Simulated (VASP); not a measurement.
A run of VASP 6.6.1:

INCAR

```
PREC = Accurate
ENCUT = 520
EDIFF = 1E-7
ISMEAR = 0
SIGMA = 0.1
LREAL = F
LASPH = T
NELM = 100
ALGO = Normal
ISIF = 2
LWAVE = F
LCHARG = T
GGA = PE
LELF = T
LVHAR = T
NBANDS = 66
```

KPOINTS

```
Automatic mesh
0
Gamma
  12 12 4
```

File POSCAR:

```
ZnCd5O6
1.0
    3.3431669000      0.0000000000      0.0000000000
    0.0000000000      3.3431669000      0.0000000000
    0.0000000000      0.0000000000     14.0239634000
Zn Cd O
1 5 6
Direct
    0.5000000000      0.5000000000      0.5000000000
    0.0000000000      0.0000000000      0.0000000000
    0.5000000000      0.5000000000      0.1723040000
    0.0000000000      0.0000000000      0.3410190000
    0.0000000000      0.0000000000      0.6589810000
    0.5000000000      0.5000000000      0.8276960000
    0.0000000000      0.0000000000      0.1710270000
    0.5000000000      0.5000000000      0.3479440000
    0.0000000000      0.0000000000      0.5000000000
    0.5000000000      0.5000000000      0.6520560000
    0.0000000000      0.0000000000      0.8289730000
    0.5000000000      0.5000000000      0.0000000000
```

Potentials or basis: VASP PAW PBE potentials, release 64 (Zn, Cd, O).

Run with:

```bash
$ cat potpaw_PBE.64/Zn/POTCAR potpaw_PBE.64/Cd/POTCAR potpaw_PBE.64/O/POTCAR > POTCAR
$ mpirun -np 1 vasp_std > vasp.out
```

Hardware: 1 thread of Intel Xeon 8259CL (shared host).

Task: Estimate the wall time of this run.

Result: It took 37 min on 1 thread of Intel Xeon 8259CL (shared host), peak memory 0.71 GiB. Counts: scf iterations 17, k points 84.
